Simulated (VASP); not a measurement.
A run of VASP 6.6.1 is set up as follows.

File INCAR:

```
SYSTEM = SiC
PREC     = Accurate       ! precision mode
ENCUT    = 520            ! plane-wave cutoff, eV
EDIFF    = 1E-6           ! SCF threshold, eV
ISMEAR   = 0              ! smearing method
SIGMA    = 0.05           ! smearing width, eV
LREAL    = .FALSE.        ! projectors in reciprocal space
LASPH    = .TRUE.         ! aspherical terms in the spheres
NELM     = 60             ! most SCF steps
ALGO     = Normal         ! electronic algorithm
ISIF     = 2              ! what is computed and relaxed
LWAVE    = .FALSE.        ! write WAVECAR
LCHARG   = .FALSE.        ! write CHGCAR
GGA      = PS             ! functional
NBANDS   = 26             ! bands
```

KPOINTS

```
regular mesh
0
G
  12 12 4
  0 0 0
```

Contents of POSCAR:

```
SiC
1.0
    3.2217000000      0.0000000000      0.0000000000
   -1.6108500000      2.7900740434      0.0000000000
    0.0000000000      0.0000000000      9.8071000000
Si C
4 4
Direct
    0.6666666667      0.3333333333      0.9378278494
    0.3333333333      0.6666666667      0.4378278494
    0.0000000000      0.0000000000      0.6878973398
    0.0000000000      0.0000000000      0.1878973398
    0.6666666667      0.3333333333      0.7498191768
    0.3333333333      0.6666666667      0.2498191768
    0.0000000000      0.0000000000      0.5004546340
    0.0000000000      0.0000000000      0.0004546340
```

Potentials or basis: VASP PAW PBE potentials, release 64 (Si, C).

The run is started by

```bash
$ cat potpaw_PBE.64/Si/POTCAR potpaw_PBE.64/C/POTCAR > POTCAR
$ mpirun -np 1 vasp_std > vasp.out
```

Question: Predict the band gap on the k mesh.

Answer: 1.71 eV, indirect (least direct gap 2.78 eV).

Question: What does it give for the pressure?

Answer: -10.9 GPa.

Question: What does it give for the largest force?

Answer: 0.781 eV/Å.

Forces in eV/Å, atoms in the order of the input:
```
Si   0.000  0.000  0.699
Si   0.000  0.000  0.699
Si   0.000  0.000  0.772
Si   0.000  0.000  0.772
C    0.000  0.000 -0.781
C    0.000  0.000 -0.781
C    0.000  0.000 -0.691
C    0.000  0.000 -0.691
```

Caveat: the PAW data sets were made with another functional, which shifts forces and pressure a little. A hybrid or GW would open this gap; PBEsol tends to underestimate it.
